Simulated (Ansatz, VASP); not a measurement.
**Two plane-wave programs on MnHg**

File INCAR:

```
PREC = Accurate
ENCUT = 520
EDIFF = 1E-6
ISMEAR = -1
SIGMA = 0.1
LREAL = F
LASPH = T
NELM = 150
ALGO = Normal
ISIF = 2
LWAVE = F
LCHARG = F
ISPIN = 2
MAGMOM = 4 0
LORBIT = 11
LMAXMIX = 4
GGA = PE
NBANDS = 24
```

File KPOINTS:

```
regular mesh
0
Gamma
  9 9 9
```

Contents of POSCAR:

```
MnHg
1.0
    3.3486556853      0.0000000000      0.0000000000
    0.0000000000      3.3486556853      0.0000000000
    0.0000000000      0.0000000000      3.2487000000
Mn Hg
1 1
Direct
    0.5000000000      0.5000000000      0.5000000000
    0.0000000000      0.0000000000      0.0000000000
```

Input for Ansatz:

```yaml
crystal:
  lattice:
    - [3.3486556853, 0.0, 0.0]
    - [0.0, 3.3486556853, 0.0]
    - [0.0, 0.0, 3.2487]
  atoms:
    - { symbol: Mn, position: [0.5, 0.5, 0.5], spin: 4.0 }
    - { symbol: Hg, position: [0.0, 0.0, 0.0] }
magnetization:
  spin_polarized: true
kpoints:
  mp_grid: { grid: [9, 9, 9] }
scf:
  occupations: { method: fermi_dirac, width: 0.1 }
  lower_state_search: "off"
hamiltonian:
  xc: pbe
  pseudopotentials: { kind: paw }
output:
  forces: true
  stress: true
  eigenvalues: true
```

Change from the starting cell: stretched by -2 % along [0.0, 0.0, 1.0] at fixed volume; collinear moments without spin-orbit coupling, PAW files.

Alike in both runs: task single point; functional PBE; k mesh 9 × 9 × 9; occupations fermi-dirac, width 0.1 eV; collinear spin.

|  | VASP | Ansatz |
| --- | --- | --- |
| version | VASP 6.6.1 | Ansatz 0.2.0 |
| potentials or method | VASP PAW PBE potentials, release 64 (Mn_pv, Hg) | PAW with Ansatz's default frozen-core files, scalar-relativistic |
| plane-wave cutoff (eV) | 520 | 420 |
| valence electrons in the cell | 25 | 35 |

|  | VASP | Ansatz | Ansatz less VASP |
| --- | --- | --- | --- |
| pressure (GPa) | 0.6 | 0.1 | -0.46 |
| traceless stress, the component that is largest in VASP (GPa) | 0.12 | 0.10 | -0.015 |
| net moment per atom (μB) | 1.93 | 1.93 | -0.002 |
| size of the moment on the site where the two differ most (μB) | 3.79 | 3.84 | +0.052 |

Site moments also hang on the region over which each program counts them. VASP's potentials hold 25 valence electrons a cell and Ansatz's 35, so a difference there can come from the potentials and not from the codes.

Neither program's run includes spin-orbit coupling.
